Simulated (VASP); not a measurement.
Set up this calculation in VASP 6.6.1, as the native input.

| Quantity | Value |
| --- | --- |
| Task | single point |
| Functional | PBEsol |
| Potentials or basis | VASP PAW PBE potentials, release 64 (Ni) |
| Cutoff | 520 eV |
| k mesh | 13 × 13 × 13 |
| Occupations | fermi-dirac, width 0.05 eV |
| Spin | collinear spin, ferromagnetic start |
| Starting moments | [1.0] μB |
| Dipole correction | no |
| Further INCAR settings | ALGO = Fast; EDIFF = 1e-07; NBANDS = 15 |

The structure of Ni lies in POSCAR:

```
Ni
1.0
    0.0000000000      1.7716516424      1.7716516424
    1.7716516424      0.0000000000      1.7716516424
    1.7716516424      1.7716516424      0.0000000000
Ni
1
Direct
    0.0000000000      0.0000000000      0.0000000000
```

This cell differs from its parent crystal: volume scaled by 1.06.

These files were run (other wordings do the same):

INCAR

```
  ALGO = Fast
  EDIFF = 1E-7
  ENCUT = 520
  GGA = PS
  ISIF = 2
  ISMEAR = -1
  ISPIN = 2
  LASPH = T
  LCHARG = F
  LMAXMIX = 4
  LORBIT = 11
  LREAL = F
  LWAVE = F
  MAGMOM = 1
  NBANDS = 15
  NELM = 150
  PREC = Accurate
  SIGMA = 0.05
```

KPOINTS

```
k-points
0
Gamma
  13 13 13
```

Potentials or basis: VASP PAW PBE potentials, release 64 (Ni).

Launch:

```sh
$ cat potpaw_PBE.64/Ni/POTCAR > POTCAR
$ mpirun -np 1 vasp_std > vasp.out
```

Results of the run:

The pressure is -13.3 GPa, the net moment is 0.63 μB per cell and the site moments are Ni +0.64 μB. The valence electrons inside the program's atomic spheres are Ni 9.27.

Caveat: the PAW data sets were made with another functional, which shifts forces and pressure a little.

Run time: 17 s on 1 thread of Intel(R) Xeon(R) 6975P-C (Granite Rapids), with other jobs on the host, peak memory 0.14 GiB.
